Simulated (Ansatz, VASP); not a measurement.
**Two plane-wave programs on TiTe2**

POSCAR

```
TiTe2
1.0
    4.5451853460      0.0000000000      0.0000000000
    0.0000000000      4.5451853460      0.0000000000
    0.0000000000      0.0000000000      6.5981013987
Ti Te
2 4
Direct
    0.0000000000      0.0000000000      0.0000000000
    0.5000000000      0.5000000000      0.5000000000
    0.0000000000      0.5000000000      0.3032141976
    0.0000000000      0.5000000000      0.8032141976
    0.5000000000      0.0000000000      0.6967858024
    0.5000000000      0.0000000000      0.1967858024
```

INCAR.step1

```
SYSTEM = TiTe2
  PREC = Accurate
  ENCUT = 550
  ISMEAR = 0
  SIGMA = 0.1
  LREAL = .FALSE.
  LASPH = .TRUE.
  NELM = 120
  GGA = PE
  ALGO = Normal
  EDIFF = 1E-5
  LWAVE = .TRUE.
  LCHARG = .FALSE.
  GGA_COMPAT = .FALSE.
  IBRION = 2
  ISIF = 3
  EDIFFG = -0.005
  NELMIN = 4
  NSW = 100
```

The input INCAR.step2:

```
SYSTEM = TiTe2
  PREC = Accurate
  ENCUT = 550
  EDIFF = 1E-7
  ISMEAR = 0
  SIGMA = 0.1
  LREAL = .FALSE.
  LASPH = .TRUE.
  NELM = 120
  ALGO = Normal
  ISIF = 3
  LWAVE = .FALSE.
  LCHARG = .FALSE.
  METAGGA = R2SCAN
  LMIXTAU = .TRUE.
  IBRION = 2
  NSW = 80
  EDIFFG = -0.05
  ISTART = 1
  GGA_COMPAT = .FALSE.
  NELMIN = 4
```

Contents of KPOINTS:

```
regular mesh
0
G
  4 4 4
  0 0 0
```

Input for Ansatz:

```yaml
crystal:
  lattice:
    - [4.545185346, 0.0, 0.0]
    - [0.0, 4.545185346, 0.0]
    - [0.0, 0.0, 6.5981013987]
  atoms:
    - { symbol: Ti, position: [0.0, 0.0, 0.0] }
    - { symbol: Ti, position: [0.5, 0.5, 0.5] }
    - { symbol: Te, position: [0.0, 0.5, 0.3032141976] }
    - { symbol: Te, position: [0.0, 0.5, 0.8032141976] }
    - { symbol: Te, position: [0.5, 0.0, 0.6967858024] }
    - { symbol: Te, position: [0.5, 0.0, 0.1967858024] }
basis:
  ecutwfc: 500
kpoints:
  mp_grid: { grid: [4, 4, 4] }
hamiltonian:
  xc: r2scan
scf:
  occupations: { method: gaussian, width: 0.1 }
output:
  forces: true
  stress: true
  eigenvalues: true
relax:
  adjacent_minimum: "off"
  f_tol: 0.05
  max_steps: 60
  cell: { stress_tol: 0.5 }
```

Alike in both runs: task relaxation of cell and atoms; functional r2SCAN; k mesh 4 × 4 × 4; occupations gaussian, width 0.1 eV; no spin polarisation.

|  | VASP | Ansatz |
| --- | --- | --- |
| version | VASP 6.6.1 | Ansatz 0.2.0 |
| potentials or method | VASP PAW PBE potentials, release 64 (Ti_sv, Te), cutoff 550 eV | scalar-relativistic, plane waves, PAW |
| valence electrons in the cell | 48 | 88 |

```tsv
	VASP	Ansatz	Ansatz less VASP
gap on the k mesh at the Fermi level, each at its own relaxed structure (eV)	none	none	-
relaxed volume (Å³/atom)	27.49	27.51	+0.023
relaxed length of the cell vector where the two differ most in proportion (Å)	7.091	7.071	-0.0198
```

VASP's potentials were made for PBE, not for r2SCAN. A gap of «none» marks a metal or a gap that the smearing closes. VASP's potentials hold 48 valence electrons a cell and Ansatz's 88, so a difference there can come from the potentials and not from the codes.

Spin-orbit coupling is off throughout. Noted on VASP's run: the volume moved by over 15 % at a fixed basis, so the end points are rough.
